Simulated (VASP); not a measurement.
Crystal: Hf2ZrC3.

```
Zr Hf C
1.0
    -1.68367    2.38116    5.05102
     1.68367   -2.38116    5.05102
     1.68367    2.38116   -5.05102
Zr Hf C
1 2 3
Direct
  0.00000 0.00000 0.00000
  0.66670 0.66670 0.00000
  0.33330 0.33330 0.00000
  0.83330 0.33330 0.50000
  0.16670 0.66670 0.50000
  0.50000 0.00000 0.50000
```

- Program: VASP 6.6.1
- Task: relaxation of cell and atoms
- Functional: PBE
- Potentials or basis: VASP PAW PBE potentials, release 64 (Zr_sv, Hf_pv, C)
- Cutoff: 600 eV
- k mesh: 6 × 6 × 6
- Occupations: gaussian, width 0.2 eV
- Spin: no spin polarisation

At the start: pressure -12.4 GPa; volume 13.50 Å³/atom.

Task: How do energy, volume and symmetry change on relaxing?

Result: Over 6 steps the energy falls by 33.0 meV/atom and the volume is 12.70 Å³/atom (-5.9 %); space group Immm (No. 71, to 0.1 Å) before and after.

Step by step:
```csv
step,energy change (eV),largest force (eV/Å),pressure (GPa),volume (Å³)
1,0.0000,0.2840,-12.43,81.00
2,0.3423,0.0565,26.97,69.33
3,-0.1951,0.2213,-0.31,76.38
4,-0.1953,0.2195,0.04,76.26
5,-0.1952,0.2178,0.33,76.17
6,-0.1979,0.0536,0.29,76.18
```

Final structure:
```
Zr Hf C
1.0
    -1.65212    2.33098    4.94552
     1.65212   -2.33098    4.94552
     1.65212    2.33098   -4.94552
Zr Hf C
1 2 3
Direct
  0.00000 0.00000 0.00000
  0.66666 0.66666 0.00000
  0.33334 0.33334 0.00000
  0.83184 0.33184 0.50000
  0.16816 0.66816 0.50000
  0.50000 0.00000 0.50000
```

Caveat: the relaxation stopped at a loose force limit of 0.08 eV/Å, so its end isn't a converged minimum.
